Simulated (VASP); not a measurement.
Crystal: Si.

```
Si
1.0
     0.00000    2.72212    2.72212
     2.72212    0.00000    2.72212
     2.72212    2.72212    0.00000
Si
2
Direct
  0.00000 0.00000 0.00000
  0.25000 0.25000 0.25000
```

Base run:

* Program: VASP 6.6.1
* Functional: PBE
* Dispersion: D4
* Potentials or basis: VASP PAW PBE potentials, release 64 (Si)
* Cutoff: 500 eV
* k mesh: 6 × 6 × 6
* Occupations: gaussian, width 0.01 eV
* Spin: no spin polarisation

Its results: band gap on the k mesh 0.72 eV, indirect (least direct gap 2.56 eV); pressure -1.3 GPa.

Question: The run is repeated on the same cell with these changes: dispersion from D4 to none; k mesh from 6 × 6 × 6 to 2 × 2 × 2. What comes out?

Answer: Band gap on the k mesh 0.61 eV, indirect (least direct gap 2.44 eV); pressure 9.0 GPa.

Several settings changed at once, so the effect can't be laid on one alone.

Caveats: some runs use coarse meshes.

A k mesh can miss the band edges.
